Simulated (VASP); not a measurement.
Write the native input for VASP 6.6.1 that does the following.

| Property | Result |
| --- | --- |
| Task | single point |
| Functional | PBE |
| Potentials or basis | VASP PAW PBE potentials, release 64 (Si, O) |
| Cutoff | 520 eV |
| k mesh | 12 × 12 × 8 |
| Occupations | gaussian, width 0.1 eV |
| Spin | no spin polarisation |
| Dipole correction | no |
| Further INCAR settings | ALGO = Normal; EDIFF = 1e-07; NBANDS = 20 |

The structure of Si3O2 lies in POSCAR:

```
Si3O2
1.0
    3.3682764680      0.0000000000      0.0000000000
    0.0000000000      3.3682764680      0.0000000000
    0.0000000000      0.0000000000      5.4777702201
Si O
3 2
Direct
    0.5000000000      0.5000000000      0.3314503232
    0.5000000000      0.5000000000      0.8998705181
    0.0000000000      0.0000000000      0.7242068708
    0.5000000000      0.0000000000      0.4335536939
    0.0000000000      0.5000000000      0.4335536939
```

The input as run:

INCAR

```
SYSTEM = Si3O2
ALGO = Normal
EDIFF = 1E-7
ENCUT = 520
GGA = PE
ISIF = 2
ISMEAR = 0
LASPH = .TRUE.
LCHARG = .FALSE.
LREAL = .FALSE.
LWAVE = .FALSE.
NBANDS = 20
NELM = 100
PREC = Accurate
SIGMA = 0.1
```

KPOINTS

```
k-points
0
G
  12 12 8
  0 0 0
```

Potentials or basis: VASP PAW PBE potentials, release 64 (Si, O).

The run is started by

```sh
$ cat potpaw_PBE.64/Si/POTCAR potpaw_PBE.64/O/POTCAR > POTCAR
$ mpirun -np 1 vasp_std > vasp.out
```

It gave:

```json
{"Pressure": "0.0 GPa", "Largest force": "0.040 eV/Å", "Band gap on the k mesh": "zero (band 12 reaches 9.45 eV, above the bottom of band 13 at 6.05 eV)"}
```

It took 66 s on 1 thread of Intel(R) Xeon(R) 6975P-C (Granite Rapids) (shared host), peak memory 0.26 GiB.
